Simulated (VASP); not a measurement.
A run of VASP 6.6.1 is set up as follows.

File INCAR:

```
PREC = Accurate
ENCUT = 520
EDIFF = 1E-6
ISMEAR = 1
SIGMA = 0.1
LREAL = False
LASPH = True
NELM = 80
ALGO = Normal
ISIF = 2
LWAVE = False
LCHARG = False
GGA = PE
IVDW = 13
NBANDS = 14
```

File KPOINTS:

```
regular mesh
0
Gamma
  10 10 10
```

Contents of POSCAR:

```
ZrB
1.0
    0.0000000000      2.4886437068      2.4886437068
    2.4886437068      0.0000000000      2.4886437068
    2.4886437068      2.4886437068      0.0000000000
Zr B
1 1
Direct
    0.5000000000      0.5000000000      0.5000000000
    0.0000000000      0.0000000000      0.0000000000
```

Potentials or basis: VASP PAW PBE potentials, release 64 (Zr_sv, B).

The run is started by

```sh
$ cat potpaw_PBE.64/Zr_sv/POTCAR potpaw_PBE.64/B/POTCAR > POTCAR
$ mpirun -np 1 vasp_std > vasp.out
```

What does it give for the pressure?

-9.5 GPa.

What does it give for the dispersion energy per atom?

-0.253 eV.

Caveat: pairwise dispersion overbinds metals, which lowers pressure and volume.
